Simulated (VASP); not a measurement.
# Ag (P6_3/mmc) in VASP: notebook

Ag is run at these levels: r2SCAN; tasks: single point.

Everything below comes from runs of VASP 6.6.1. Logs are shortened: lines on timing, memory, paths and dates and some standing lists are left out, and cuts for length are marked.

## Step 1: The cell of the first run

It takes space group P6_3/mmc (No. 194, hexagonal). The conventional cell has a = 2.903 Å, b = 2.903 Å, c = 9.483 Å, α = 90.00°, β = 90.00°, γ = 120.00°. Ag (site symmetry -3m) has 12 Ag at 2.90 Å within 3.8 Å. Within 3.8 Å of Ag (site symmetry -6m2) lie 12 Ag at 2.90 Å.

## Step 2: Single point, r2SCAN

Contents of POSCAR:

```
Ag
1.0
    2.9033876527      0.0000000000      0.0000000000
   -1.4516938263      2.5144074643      0.0000000000
    0.0000000000      0.0000000000      9.4833732072
Ag
4
Direct
    0.0000000000      0.0000000000      0.0000000000
    0.0000000000      0.0000000000      0.5000000000
    0.3333333333      0.6666666667      0.2500000000
    0.6666666667      0.3333333333      0.7500000000
```

Contents of INCAR.step1:

```
PREC = Accurate
ENCUT = 520
ISMEAR = 0
SIGMA = 0.1
LREAL = F
LASPH = T
NELM = 100
NBANDS = 30
GGA = PE
ALGO = Normal
EDIFF = 1E-4
LWAVE = T
LCHARG = F
```

Contents of INCAR.step2:

```
PREC = Accurate
ENCUT = 520
EDIFF = 1E-7
ISMEAR = 0
SIGMA = 0.1
LREAL = F
LASPH = T
NELM = 100
ALGO = Normal
ISIF = 2
LWAVE = F
LCHARG = F
METAGGA = R2SCAN
LMIXTAU = T
NBANDS = 30
ISTART = 1
```

Contents of KPOINTS:

```
Automatic mesh
0
Gamma
  18 18 6
```

Potentials or basis: VASP PAW PBE potentials, release 64 (Ag).

The run is started by

```sh
> cat potpaw_PBE.64/Ag/POTCAR > POTCAR
> cp INCAR.step1 INCAR
> mpirun -np 1 vasp_std > vasp.out
> cp INCAR.step2 INCAR
> mpirun -np 1 vasp_std > vasp.out
```

OUTCAR:

```text
PREC = Accurate
   ENCUT = 520
   EDIFF = 1E-7
   ISMEAR = 0
   LREAL = F
   LASPH = T
   NELM = 100
   ISIF = 2
   METAGGA = R2SCAN
   ISTART = 1

 ion  position               nearest neighbor table
   1  0.000  0.000  0.000-   3 2.90   4 2.90   3 2.90   4 2.90   4 2.90   3 2.90
   2  0.000  0.000  0.500-   3 2.90   4 2.90   3 2.90   4 2.90   4 2.90   3 2.90
   3  0.333  0.667  0.250-   1 2.90   2 2.90   1 2.90   2 2.90   1 2.90   2 2.90
   4  0.667  0.333  0.750-   1 2.90   2 2.90   1 2.90   2 2.90   1 2.90   2 2.90

  LATTYP: Found a hexagonal cell.
 ALAT       =     2.9033876527
 C/A-ratio  =     3.2663131285

  Lattice vectors:

 A1 = (   2.9033876527,   0.0000000000,   0.0000000000)
 A2 = (  -1.4516938263,   2.5144074643,   0.0000000000)
 A3 = (   0.0000000000,   0.0000000000,   9.4833732072)

Analysis of symmetry for initial positions (statically):
=====================================================================
 Subroutine PRICEL returns:
 Original cell was already a primitive cell.

 Routine SETGRP: Setting up the symmetry group for a
 hexagonal supercell.

 Subroutine GETGRP returns: Found 24 space group operations
 (whereof 12 operations were pure point group operations)
 out of a pool of 24 trial point group operations.

The static configuration has the point symmetry D_3d.
 The point group associated with its full space group is D_6h.

Analysis of symmetry for dynamics (positions and initial velocities):
=====================================================================
 Subroutine PRICEL returns:
 Original cell was already a primitive cell.

 Routine SETGRP: Setting up the symmetry group for a
 hexagonal supercell.

 Subroutine GETGRP returns: Found 24 space group operations
 (whereof 12 operations were pure point group operations)
 out of a pool of 24 trial point group operations.

The dynamic configuration has the point symmetry D_3d.
 The point group associated with its full space group is D_6h.

 Subroutine INISYM returns: Found 24 space group operations
 (whereof 12 operations are pure point group operations),
 and found     1 'primitive' translations

----------------------------------------------------------------------------------------

                                     Primitive cell

  volume of cell :      69.2315

  direct lattice vectors                    reciprocal lattice vectors
     2.903387653  0.000000000  0.000000000     0.344425244  0.198854007  0.000000000
    -1.451693826  2.514407464  0.000000000     0.000000000  0.397708014  0.000000000
     0.000000000  0.000000000  9.483373207     0.000000000  0.000000000  0.105447711

  length of vectors
     2.903387653  2.903387653  9.483373207     0.397708014  0.397708014  0.105447711

  position of ions in fractional coordinates (direct lattice)
     0.000000000  0.000000000  0.000000000
     0.000000000  0.000000000  0.500000000
     0.333333333  0.666666667  0.250000000
     0.666666667  0.333333333  0.750000000

  ion indices of the primitive-cell ions
   primitive index   ion index
                 1           1
                 2           2
                 3           3
                 4           4

----------------------------------------------------------------------------------------

 KPOINTS: Automatic mesh

Automatic generation of k-mesh.
 Grid dimensions read from file:
 generate k-points for:   18   18    6

 Generating k-lattice:

  Cartesian coordinates                     Fractional coordinates (reciprocal lattice)
     0.019134736  0.011047445  0.000000000     0.055555556  0.000000000  0.000000000
     0.000000000  0.022094890  0.000000000     0.000000000  0.055555556  0.000000000
     0.000000000  0.000000000  0.017574619     0.000000000  0.000000000  0.166666667

  Length of vectors
     0.022094890  0.022094890  0.017574619

  Shift w.r.t. Gamma in fractional coordinates (k-lattice)
     0.000000000  0.000000000  0.000000000

 Subroutine IBZKPT returns following result:
 ===========================================

 Found    148 irreducible k-points:

 Following reciprocal coordinates:
            Coordinates               Weight
  0.000000  0.000000  0.000000      1.000000
  0.055556 -0.000000  0.000000      6.000000
  0.111111 -0.000000  0.000000      6.000000
  0.166667 -0.000000  0.000000      6.000000
  0.222222 -0.000000  0.000000      6.000000
  0.277778  0.000000  0.000000      6.000000
[... 16 lines left out ...]
  0.333333  0.111111  0.000000     12.000000
  0.388889  0.111111  0.000000     12.000000
 [... further k-points ...]
   k-points           NKPTS =    148   k-points in BZ     NKDIM =    148   number of bands    NBANDS=     30
   number of dos      NEDOS =    301   number of ions     NIONS =      4
   total plane-waves  NPLWV =  41472
   dimension x,y,z NGX =    24 NGY =   24 NGZ =   72
   dimension x,y,z NGXF=    48 NGYF=   48 NGZF=  144
   ions per type =               4
   NGX,Y,Z   is equivalent  to a cutoff of  13.74, 13.74, 12.62 a.u.
   NGXF,Y,Z  is equivalent  to a cutoff of  27.48, 27.48, 25.24 a.u.
 SYSTEM =  unknown system
   PREC   = accura    normal or accurate (medium, high low for compatibility)
   ISTART =      1    job   : 0-new  1-cont  2-samecut
   ICHARG =      0    charge: 1-file 2-atom 10-const
   ISPIN  =      1    spin polarized calculation?
   LNONCOLLINEAR =      F non collinear calculations
   LSORBIT =      F    spin-orbit coupling
   LASPH  =      T    aspherical Exc in radial PAW
   ENCUT  =  520.0 eV  38.22 Ry    6.18 a.u.   5.40  5.40 17.63*2*pi/ulx,y,z
   NELM   =    100;   NELMIN=  2; NELMDL=  0     # of ELM steps
   EDIFF  = 0.1E-06   stopping-criterion for ELM
   LREAL  =      F    real-space projection
   EDIFFG = 0.1E-05   stopping-criterion for IOM
   NSW    =      0    number of steps for IOM
   IBRION =     -1    ionic relax: 0-MD 1-quasi-New 2-CG
   NFREE  =      0    steps in history (QN), initial steepest desc. (CG)
   ISIF   =      2    stress and relaxation
   ISYM   =      2    0-nonsym 1-usesym 2-fastsym
   POTIM  = 0.5000    time-step for ionic-motion
   TEBEG  =    0.0;   TEEND  =   0.0 temperature during run
   PSTRESS=    0.0 pullay stress
   NELECT =      44.0000    total number of electrons
   NUPDOWN=      -1.0000    fix difference up-down
   EMIN   =  10.00;   EMAX   =-10.00  energy-range for DOS
   EFERMI =   0.00;   METHOD = LEGACY
   ISMEAR =     0;   SIGMA  =   0.10  broadening in eV -4-tet -1-fermi 0-gaus
   EFERMI_NEDOS =   21; number of points for ismear=-14 and -15
   IALGO  =     38    algorithm
   IMIX   =      4    mixing-type and parameters
     AMIX     =   0.40;   BMIX     =  1.00
     AMIX_MAG =   1.60;   BMIX_MAG =  1.00
  volume/ion in A,a.u.               =      17.31       116.80
  Fermi-wavevector in a.u.,A,eV,Ry     =   1.407531  2.659847 26.955083  1.981143
  Thomas-Fermi vector in A             =   2.529780
   LORBIT       =      0    0 simple, 1 ext, 2 COOP (PROOUT), +10 PAW based schemes
   METAGGA = R2SCAN    functional components
   LHFCALC =     F    Hartree Fock is set to
   AEXX    =    0.0000 exact exchange contribution
   IVDW    =     0    specifies the selected vdW correction
   LEPSILON=     F    determine dielectric tensor
   LRPA    =     F    only Hartree local field effects (RPA)
 non-spin polarized calculation
 Gauss-broadening in eV      SIGMA  =   0.10
  energy-cutoff  :      520.00
  volume of cell :       69.23
 maximum number of plane-waves:      1913
 NGX is ok and might be reduce to    24
   NGX = 11   NGY = 11   NGZ = 35

 number of electron      44.0000013 magnetization

 Free energy of the ion-electron system (eV)
  ---------------------------------------------------
  ext. energy  EPLUGINS =         0.00000000
  ---------------------------------------------------
  free energy    TOTEN  =       -85.42507130 eV

  energy without entropy =      -85.41859652  energy(sigma->0) =      -85.42183391

 E-fermi :   8.2131     XC(G=0): -12.8629

 val. band max:        8.2094056207   @ k =   0.0556   0.0556   0.1667
 cond. band min:       8.2162060033   @ k =   0.1667  -0.0000   0.3333
 fundamental gap:      0.0068003826
 Fermi energy:         8.2131257732

 k-point     1 :       0.0000    0.0000    0.0000
  band No.  band energies     occupation
      1       0.3815      2.00000
      2       1.5915      2.00000
      3       1.7025      2.00000
      4       1.7066      2.00000
      5       3.1252      2.00000
      6       3.1252      2.00000
[... 22 lines left out ...]
     29      24.5218      0.00000
     30      25.4131      0.00000

 k-point     2 :       0.0556   -0.0000    0.0000
  band No.  band energies     occupation
      1       0.4694      2.00000
      2       1.6434      2.00000
      3       1.7783      2.00000
      4       1.7808      2.00000
      5       3.0825      2.00000
      6       3.1040      2.00000
[... 22 lines left out ...]
     29      24.4719      0.00000
     30      25.0580      0.00000

 k-point     3 :       0.1111   -0.0000    0.0000
  band No.  band energies     occupation
      1       0.7247      2.00000
      2       1.7845      2.00000
      3       1.9848      2.00000
      4       1.9874      2.00000
      5       2.9219      2.00000
      6       3.0304      2.00000
[... 22 lines left out ...]
     29      23.9994      0.00000
     30      24.1098      0.00000

 k-point     4 :       0.1667   -0.0000    0.0000
  band No.  band energies     occupation
      1       1.1156      2.00000
      2       1.9553      2.00000
      3       2.2407      2.00000
      4       2.2479      2.00000
      5       2.6958      2.00000
      6       2.8450      2.00000
[... 22 lines left out ...]
     29      22.5356      0.00000
     30      22.5551      0.00000

 k-point     5 :       0.2222   -0.0000    0.0000
  band No.  band energies     occupation
      1       1.5526      2.00000
      2       2.0309      2.00000
      3       2.2861      2.00000
      4       2.3994      2.00000
      5       2.5581      2.00000
      6       2.6381      2.00000
[... 22 lines left out ...]
     29      20.6567      0.00000
     30      20.8998      0.00000
[... 526 lines left out ...]
     29      19.3582      0.00000
     30      21.1968      0.00000

 k-point    22 :       0.2778    0.1111    0.0000
  band No.  band energies     occupation
      1       1.9239      2.00000
      2       1.9870      2.00000
      3       2.0264      2.00000
      4       2.4594      2.00000
      5       2.4840      2.00000
      6       2.5812      2.00000
[... 22 lines left out ...]
     29      18.5920      0.00000
     30      20.7990      0.00000

 k-point    23 :       0.3333    0.1111    0.0000
  band No.  band energies     occupation
      1       1.8159      2.00000
      2       1.8190      2.00000
      3       1.9038      2.00000
      4       2.3560      2.00000
      5       2.3752      2.00000
      6       2.6325      2.00000
[... 22 lines left out ...]
     29      17.9922      0.00000
     30      20.0441      0.00000

 k-point    24 :       0.3889    0.1111    0.0000
  band No.  band energies     occupation
      1       1.7073      2.00000
      2       1.7493      2.00000
      3       1.8219      2.00000
      4       2.2719      2.00000
      5       2.3169      2.00000
      6       2.5877      2.00000
[... 22 lines left out ...]
     29      17.5736      0.00000
     30      18.5270      0.00000

 [... further k-points ...]
[... 5 lines left out ...]
  --------------------------------------------------------------------------------------
  -------------------------------------------------------------------------------------
  Total        0.0493273      0.0493273      0.0608254      0.0000000     -0.0000000      0.0000000
  in kB        1.1415495      1.1415495      1.4076408      0.0000000     -0.0000000      0.0000000
  external PRESSURE =       1.2302466 kB  Pullay stress =       0.0000000 kB

 VOLUME and BASIS-vectors are now :
 -----------------------------------------------------------------------------
  energy-cutoff  :      520.00
  volume of cell :       69.23
      direct lattice vectors                 reciprocal lattice vectors
     2.903387653  0.000000000  0.000000000     0.344425244  0.198854007  0.000000000
    -1.451693826  2.514407464  0.000000000     0.000000000  0.397708014  0.000000000
     0.000000000  0.000000000  9.483373207     0.000000000  0.000000000  0.105447711

 POSITION                                       TOTAL-FORCE (eV/Angst)
 -----------------------------------------------------------------------------------
      0.00000      0.00000      0.00000         0.000000      0.000000      0.000000
      0.00000      0.00000      4.74169         0.000000      0.000000      0.000000
     -0.00000      1.67627      2.37084         0.000000      0.000000     -0.000000
      1.45169      0.83814      7.11253        -0.000000      0.000000      0.000000
 -----------------------------------------------------------------------------------
    total drift:                               -0.000000      0.000000      0.000000

  FREE ENERGIE OF THE ION-ELECTRON SYSTEM (eV)
  ---------------------------------------------------
  free  energy   TOTEN  =       -85.4250712971 eV

  energy  without entropy=      -85.4185965229  energy(sigma->0) =      -85.42183391
```

It took 9.1 min on 1 thread of Intel Xeon Platinum 8488C (Sapphire Rapids), shared host; peak memory 0.36 GiB.

What came out:

* Free energy: -85.4251 eV
* Pressure: 0.1 GPa
* Band gap on the k mesh: zero (band 22 reaches 11.80 eV, above the bottom of band 23 at 4.85 eV)

Caveat: the PAW data sets were made with another functional, which shifts forces and pressure a little.

(Continued in part 2 of 2.)
